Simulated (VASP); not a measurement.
# Ta: single point with r2SCAN

The system is Ta.

```
Ta
1.0
    -1.58936    1.58936    1.65128
     1.58936   -1.58936    1.65128
     1.71320    1.71320   -1.65128
Ta
1
Direct
  0.00000 0.00000 0.00000
```

This cell differs from its parent crystal: strain +0.0750 x Voigt [0, 0, 0, 0, 0, 1].

```
Program                : VASP 6.6.1
Task                   : single point
Functional             : r2SCAN
Potentials or basis    : VASP PAW PBE potentials, release 64 (Ta_pv)
Cutoff                 : 520 eV
k mesh                 : 20 × 20 × 20
Occupations            : gaussian, width 0.15 eV
Spin                   : no spin polarisation
Dipole correction      : no
Further INCAR settings : ALGO = Normal; EDIFF = 1e-07; NBANDS = 12
```

```json
{"Pressure": "1.8 GPa", "Band gap on the k mesh": "zero (an odd number of electrons rules out a gap without spin polarisation)"}
```

Stress tensor (GPa, compression positive):
```
 1.63 -5.22  0.00
-5.22  1.63  0.00
 0.00  0.00  2.24
```

Levels at points of the mesh, in eV from the Fermi level:
```tsv
k point	band 3	band 4	band 5	band 6	band 7	band 8	band 9	band 10
(0.00, 0.00, 0.00)	-34.09	-8.32	0.17	0.67	1.52	4.37	4.58	12.16
(0.50, 0.00, 0.00)	-34.17	-4.55	-1.60	1.49	4.27	5.27	7.98	12.14
(0.50, 0.50, 0.00)	-34.29	-4.48	-1.39	2.13	3.77	4.63	8.64	11.98
(0.00, 0.00, 0.50)	-34.12	-4.67	-1.80	0.89	4.80	5.87	7.69	11.48
(0.50, 0.50, 0.50)	-34.94	-3.98	-3.91	6.36	7.03	7.95	8.66	9.03
```

It took 35 min on 1 thread of Oxide Virtual Turin-like Processor, on a shared host, peak memory 0.31 GiB.

Caveat: the cell differs from its parent crystal (strain +0.0750 x Voigt [0, 0, 0, 0, 0, 1]); the PAW data sets were made with another functional, which shifts forces and pressure a little; spin-orbit coupling is left out, which moves the levels of the heavy elements.
